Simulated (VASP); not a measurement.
# Bi (C2/m) in VASP: single point with PBE+D3(BJ)

Aim: the single point of Bi with PBE+D3(BJ).

All numbers are computed with VASP 6.6.1; they aren't measurements. Logs are shortened: lines on timing, memory, paths and dates and some standing lists are left out, and cuts for length are marked.

### Step 1. The cell of the first run

It takes space group C2/m (No. 12, monoclinic). The conventional cell has a = 7.047 Å, b = 6.293 Å, c = 3.308 Å, α = 90.00°, β = 117.44°, γ = 90.00°. Bi (site symmetry m) has 10 Bi at 3.24 to 4.03 Å within 4.3 Å.

### Step 2. Single point, PBE+D3(BJ)

File INCAR:

```
PREC     = Accurate       # precision mode
ENCUT    = 520            # plane-wave cutoff, eV
EDIFF    = 1E-6           # SCF threshold, eV
ISMEAR   = 0              # smearing method
SIGMA    = 0.1            # smearing width, eV
LREAL    = False          # projectors in reciprocal space
LASPH    = True           # aspherical terms in the spheres
NELM     = 60             # most SCF steps
ALGO     = Fast           # electronic algorithm
ISIF     = 2              # what is computed and relaxed
LWAVE    = False          # write WAVECAR
LCHARG   = False          # write CHGCAR
GGA      = PE             # functional
IVDW     = 12             # dispersion correction
NBANDS   = 22             # bands
```

File KPOINTS:

```
Automatic mesh
0
Gamma
  10 10 14
```

File POSCAR:

```
Bi
1.0
    3.5206728646     -3.1464696472     -0.1455721362
    3.5206728646      3.1464696472     -0.1455721362
   -1.4017439935      0.0000000000      2.9967294136
Bi
2
Direct
    0.2498461803      0.2498461803      0.1189076420
    0.7501538197      0.7501538197      0.8810923580
```

Potentials or basis: VASP PAW PBE potentials, release 64 (Bi_d).

The run is started by

```sh
cat potpaw_PBE.64/Bi_d/POTCAR > POTCAR
mpirun -np 1 vasp_std > vasp.out
```

OUTCAR:

```text
PREC = Accurate
   ENCUT = 520
   EDIFF = 1E-6
   ISMEAR = 0
   LREAL = False
   LASPH = True
   NELM = 60
   ISIF = 2
   GGA = PE
   IVDW = 12
 IVDW          = 12

 ion  position               nearest neighbor table
   1  0.250  0.250  0.119-   2 3.24   2 3.24   2 3.24   2 3.26
   2  0.750  0.750  0.881-   1 3.24   1 3.24   1 3.24   1 3.26

  LATTYP: Found a base centered monoclinic cell.
 ALAT       =     7.0473622488
 B/A-ratio  =     0.8929495990
 C/A-ratio  =     0.4694471550
 COS(beta)  =    -0.4607563284

  Lattice vectors:

 A1 = (   3.5206728646,  -3.1464696472,  -0.1455721362)
 A2 = (   3.5206728646,   3.1464696472,  -0.1455721362)
 A3 = (  -1.4017439935,   0.0000000000,   2.9967294136)

Analysis of symmetry for initial positions (statically):
=====================================================================
 Subroutine PRICEL returns:
 Original cell was already a primitive cell.

 Routine SETGRP: Setting up the symmetry group for a
 base centered monoclinic supercell.

 Subroutine GETGRP returns: Found  4 space group operations
 (whereof  4 operations were pure point group operations)
 out of a pool of  4 trial point group operations.

The static configuration has the point symmetry C_2h.

Analysis of symmetry for dynamics (positions and initial velocities):
=====================================================================
 Subroutine PRICEL returns:
 Original cell was already a primitive cell.

 Routine SETGRP: Setting up the symmetry group for a
 base centered monoclinic supercell.

 Subroutine GETGRP returns: Found  4 space group operations
 (whereof  4 operations were pure point group operations)
 out of a pool of  4 trial point group operations.

The dynamic configuration has the point symmetry C_2h.

 Subroutine INISYM returns: Found  4 space group operations
 (whereof  4 operations are pure point group operations),
 and found     1 'primitive' translations

----------------------------------------------------------------------------------------

                                     Primitive cell

  volume of cell :      65.1096

  direct lattice vectors                    reciprocal lattice vectors
     3.520672865 -3.146469647 -0.145572136     0.144819222 -0.158908255  0.067740342
     3.520672865  3.146469647 -0.145572136     0.144819222  0.158908255  0.067740342
    -1.401743994  0.000000000  2.996729414     0.014069768  0.000000000  0.340278374

  length of vectors
     4.724044867  4.724044867  3.308364158     0.225417822  0.225417822  0.340569127

  position of ions in fractional coordinates (direct lattice)
     0.249846180  0.249846180  0.118907642
     0.750153820  0.750153820  0.881092358

  ion indices of the primitive-cell ions
   primitive index   ion index
                 1           1
                 2           2

----------------------------------------------------------------------------------------

 KPOINTS: Automatic mesh

Automatic generation of k-mesh.
 Grid dimensions read from file:
 generate k-points for:   10   10   14

 Generating k-lattice:

  Cartesian coordinates                     Fractional coordinates (reciprocal lattice)
     0.014481922 -0.015890825  0.006774034     0.100000000  0.000000000 -0.000000000
     0.014481922  0.015890825  0.006774034     0.000000000  0.100000000 -0.000000000
     0.001004983  0.000000000  0.024305598     0.000000000  0.000000000  0.071428571

  Length of vectors
     0.022541782  0.022541782  0.024326366

  Shift w.r.t. Gamma in fractional coordinates (k-lattice)
     0.000000000  0.000000000  0.000000000

 Subroutine IBZKPT returns following result:
 ===========================================

 Found    392 irreducible k-points:

 Following reciprocal coordinates:
            Coordinates               Weight
  0.000000  0.000000  0.000000      1.000000
  0.100000 -0.000000 -0.000000      4.000000
  0.200000 -0.000000 -0.000000      4.000000
  0.300000  0.000000 -0.000000      4.000000
  0.400000  0.000000 -0.000000      4.000000
  0.500000  0.000000 -0.000000      2.000000
[... 16 lines left out ...]
  0.300000  0.300000 -0.000000      2.000000
  0.400000  0.300000 -0.000000      4.000000
 [... further k-points ...]
   k-points           NKPTS =    392   k-points in BZ     NKDIM =    392   number of bands    NBANDS=     22
   number of dos      NEDOS =    301   number of ions     NIONS =      2
   total plane-waves  NPLWV =  36288
   dimension x,y,z NGX =    36 NGY =   36 NGZ =   28
   dimension x,y,z NGXF=    72 NGYF=   72 NGZF=   56
   ions per type =               2
   NGX,Y,Z   is equivalent  to a cutoff of  12.67, 12.67, 14.07 a.u.
   NGXF,Y,Z  is equivalent  to a cutoff of  25.34, 25.34, 28.14 a.u.
 SYSTEM =  unknown system
   PREC   = accura    normal or accurate (medium, high low for compatibility)
   ISTART =      0    job   : 0-new  1-cont  2-samecut
   ICHARG =      2    charge: 1-file 2-atom 10-const
   ISPIN  =      1    spin polarized calculation?
   LNONCOLLINEAR =      F non collinear calculations
   LSORBIT =      F    spin-orbit coupling
   LASPH  =      T    aspherical Exc in radial PAW
   ENCUT  =  520.0 eV  38.22 Ry    6.18 a.u.   8.78  8.78  6.15*2*pi/ulx,y,z
   NELM   =     60;   NELMIN=  2; NELMDL= -5     # of ELM steps
   EDIFF  = 0.1E-05   stopping-criterion for ELM
   LREAL  =      F    real-space projection
   EDIFFG = 0.1E-04   stopping-criterion for IOM
   NSW    =      0    number of steps for IOM
   IBRION =     -1    ionic relax: 0-MD 1-quasi-New 2-CG
   NFREE  =      0    steps in history (QN), initial steepest desc. (CG)
   ISIF   =      2    stress and relaxation
   ISYM   =      2    0-nonsym 1-usesym 2-fastsym
   POTIM  = 0.5000    time-step for ionic-motion
   TEBEG  =    0.0;   TEEND  =   0.0 temperature during run
   PSTRESS=    0.0 pullay stress
   NELECT =      30.0000    total number of electrons
   NUPDOWN=      -1.0000    fix difference up-down
   EMIN   =  10.00;   EMAX   =-10.00  energy-range for DOS
   EFERMI =   0.00;   METHOD = LEGACY
   ISMEAR =     0;   SIGMA  =   0.10  broadening in eV -4-tet -1-fermi 0-gaus
   EFERMI_NEDOS =   21; number of points for ismear=-14 and -15
   IALGO  =     68    algorithm
   IMIX   =      4    mixing-type and parameters
     AMIX     =   0.40;   BMIX     =  1.00
     AMIX_MAG =   1.60;   BMIX_MAG =  1.00
  volume/ion in A,a.u.               =      32.55       219.69
  Fermi-wavevector in a.u.,A,eV,Ry     =   1.264446  2.389457 21.753318  1.598824
  Thomas-Fermi vector in A             =   2.397751
   LORBIT       =      0    0 simple, 1 ext, 2 COOP (PROOUT), +10 PAW based schemes
   GGA     = PE    functional components
   LHFCALC =     F    Hartree Fock is set to
   AEXX    =    0.0000 exact exchange contribution
   IVDW    =    12    specifies the selected vdW correction
   LEPSILON=     F    determine dielectric tensor
   LRPA    =     F    only Hartree local field effects (RPA)
 non-spin polarized calculation
 RMM-DIIS sequential band-by-band and
 Gauss-broadening in eV      SIGMA  =   0.10
  energy-cutoff  :      520.00
  volume of cell :       65.11
 maximum number of plane-waves:      1772
   NGX = 17   NGY = 17   NGZ = 13

 number of electron      29.9999992 magnetization

 Free energy of the ion-electron system (eV)
  ---------------------------------------------------
  ext. energy  EPLUGINS =         0.00000000
  ---------------------------------------------------
  free energy    TOTEN  =        -7.67412801 eV

  energy without entropy =       -7.66994666  energy(sigma->0) =       -7.67203734

 E-fermi :   7.3180     XC(G=0):  -9.9905

 val. band max:        7.3167015735   @ k =   0.1000   0.1000   0.2857
 cond. band min:       7.3264346402   @ k =  -0.4000   0.1000   0.0714
 fundamental gap:      0.0097330667
 Fermi energy:         7.3179769238

 k-point     1 :       0.0000    0.0000    0.0000
  band No.  band energies     occupation
      1     -15.7342      2.00000
      2     -15.6958      2.00000
      3     -15.6467      2.00000
      4     -15.6234      2.00000
      5     -15.5010      2.00000
      6     -15.4923      2.00000
[... 14 lines left out ...]
     21      15.7609      0.00000
     22      16.6623      0.00000

 k-point     2 :       0.1000   -0.0000   -0.0000
  band No.  band energies     occupation
      1     -15.7272      2.00000
      2     -15.6961      2.00000
      3     -15.6500      2.00000
      4     -15.6184      2.00000
      5     -15.5018      2.00000
      6     -15.4906      2.00000
[... 14 lines left out ...]
     21      16.1748      0.00000
     22      16.4474      0.00000

 k-point     3 :       0.2000   -0.0000   -0.0000
  band No.  band energies     occupation
      1     -15.7072      2.00000
      2     -15.6963      2.00000
      3     -15.6586      2.00000
      4     -15.6041      2.00000
      5     -15.5096      2.00000
      6     -15.4867      2.00000
[... 14 lines left out ...]
     21      16.1586      0.00000
     22      16.7928      0.00000

 k-point     4 :       0.3000    0.0000   -0.0000
  band No.  band energies     occupation
      1     -15.6970      2.00000
      2     -15.6750      2.00000
      3     -15.6690      2.00000
      4     -15.5823      2.00000
      5     -15.5275      2.00000
      6     -15.4868      2.00000
[... 14 lines left out ...]
     21      15.9784      0.00000
     22      17.9965      0.00000

 k-point     5 :       0.4000    0.0000   -0.0000
  band No.  band energies     occupation
      1     -15.6944      2.00000
      2     -15.6801      2.00000
      3     -15.6351      2.00000
      4     -15.5560      2.00000
      5     -15.5557      2.00000
      6     -15.5018      2.00000
[... 14 lines left out ...]
     21      15.8395      0.00000
     22      17.7502      0.00000

 k-point     6 :       0.5000    0.0000   -0.0000
  band No.  band energies     occupation
      1     -15.6906      2.00000
      2     -15.6869      2.00000
      3     -15.5950      2.00000
      4     -15.5921      2.00000
      5     -15.5287      2.00000
      6     -15.5262      2.00000
[... 14 lines left out ...]
     21      15.9152      0.00000
     22      15.9324      0.00000

 k-point     7 :       0.1000    0.1000    0.0000
  band No.  band energies     occupation
      1     -15.7222      2.00000
      2     -15.6955      2.00000
      3     -15.6533      2.00000
      4     -15.6137      2.00000
      5     -15.5012      2.00000
      6     -15.4928      2.00000
[... 324 lines left out ...]
      6     -15.5033      2.00000
[... 14 lines left out ...]
     21      16.4083      0.00000
     22      17.3716      0.00000

 k-point    21 :      -0.3000    0.2000    0.0000
  band No.  band energies     occupation
      1     -15.6990      2.00000
      2     -15.6785      2.00000
      3     -15.6456      2.00000
      4     -15.5697      2.00000
      5     -15.5171      2.00000
      6     -15.4905      2.00000
[... 14 lines left out ...]
     21      16.3269      0.00000
     22      16.9952      0.00000

 k-point    22 :      -0.2000    0.2000    0.0000
  band No.  band energies     occupation
      1     -15.7004      2.00000
      2     -15.6748      2.00000
      3     -15.6688      2.00000
      4     -15.5879      2.00000
      5     -15.5007      2.00000
      6     -15.4993      2.00000
[... 14 lines left out ...]
     21      16.3063      0.00000
     22      16.8746      0.00000

 k-point    23 :       0.3000    0.3000   -0.0000
  band No.  band energies     occupation
      1     -15.7067      2.00000
      2     -15.6839      2.00000
      3     -15.6212      2.00000
      4     -15.5559      2.00000
      5     -15.5087      2.00000
      6     -15.4995      2.00000
[... 14 lines left out ...]
     21      16.8496      0.00000
     22      17.0846      0.00000

 k-point    24 :       0.4000    0.3000   -0.0000
  band No.  band energies     occupation
      1     -15.7050      2.00000
      2     -15.6899      2.00000
      3     -15.5902      2.00000
      4     -15.5391      2.00000
      5     -15.5229      2.00000
      6     -15.5069      2.00000
[... 14 lines left out ...]
     21      17.0326      0.00000
     22      17.3088      0.00000

 [... further k-points ...]

------------------------ aborting loop because EDIFF is reached ----------------------------------------

 Edisp (eV)   -0.97895

 E8    (eV) :    -0.4851

  FORCE on cell =-STRESS in cart. coord.  units (eV):
  Direction    XX          YY          ZZ          XY          YZ          ZX
  --------------------------------------------------------------------------------------
  -------------------------------------------------------------------------------------
  Total      -0.01868    -0.02452    -0.02869     0.00000     0.00000     0.00350
  in kB      -0.45973    -0.60326    -0.70609     0.00000     0.00000     0.08603
  external pressure =       -0.59 kB  Pullay stress =        0.00 kB

 VOLUME and BASIS-vectors are now :
 -----------------------------------------------------------------------------
  energy-cutoff  :      520.00
  volume of cell :       65.11
      direct lattice vectors                 reciprocal lattice vectors
     3.520672865 -3.146469647 -0.145572136     0.144819222 -0.158908255  0.067740342
     3.520672865  3.146469647 -0.145572136     0.144819222  0.158908255  0.067740342
    -1.401743994  0.000000000  2.996729414     0.014069768  0.000000000  0.340278374

 POSITION                                       TOTAL-FORCE (eV/Angst)
 -----------------------------------------------------------------------------------
      1.59258      0.00000      0.28359        -0.001017      0.000000     -0.000157
      4.04703      0.00000      2.42199         0.001017      0.000000      0.000157
 -----------------------------------------------------------------------------------
    total drift:                               -0.000000      0.000000      0.000000

  FREE ENERGIE OF THE ION-ELECTRON SYSTEM (eV)
  ---------------------------------------------------
  free  energy   TOTEN  =        -8.6530802633 eV

  energy  without entropy=       -8.6488989140  energy(sigma->0) =       -8.65098959
```

Wall time 4.1 min (1 thread of AMD EPYC 9R45 (Zen 5), shared host); peak memory 0.49 GiB.

What came out:

| Quantity | Value |
| --- | --- |
| Free energy | -8.6531 eV |
| Pressure | -0.1 GPa |
| Band gap on the k mesh | zero (bands 15 and 16 overlap by 5.53 eV) |
| Dispersion energy per atom | -0.489 eV |

Caveat: spin-orbit coupling is left out, which moves the levels of the heavy elements.
